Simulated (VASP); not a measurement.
A run of VASP 6.6.1 is set up as follows.

INCAR

```
ALGO = Normal
EDIFF = 1E-8
ENCUT = 520
GGA = PE
GGA_COMPAT = False
ISIF = 2
ISMEAR = 1
LASPH = True
LCHARG = False
LEFG = True
LREAL = False
LWAVE = False
NBANDS = 11
NELM = 120
PREC = Accurate
SIGMA = 0.025
```

KPOINTS

```
k-points
0
Gamma
  9 9 9
```

Contents of POSCAR:

```
MgS
1.0
    0.0000000000      2.6043975556      2.6043975556
    2.6043975556      0.0000000000      2.6043975556
    2.6043975556      2.6043975556      0.0000000000
Mg S
1 1
Direct
    0.0000000000      0.0000000000      0.0000000000
    0.5000000000      0.5000000000      0.5000000000
```

Potentials or basis: VASP PAW PBE potentials, release 64 (Mg, S).

Launch:

```bash
$ cat potpaw_PBE.64/Mg/POTCAR potpaw_PBE.64/S/POTCAR > POTCAR
$ mpirun -np 1 vasp_std > vasp.out
```

Question: Predict the band gap on the k mesh.

Answer: 2.90 eV (least direct gap 3.69 eV).

Question: What does it give for the pressure?

Answer: 0.6 GPa.

Caveat: an odd mesh through Γ misses points on the zone boundary, where band edges can lie.
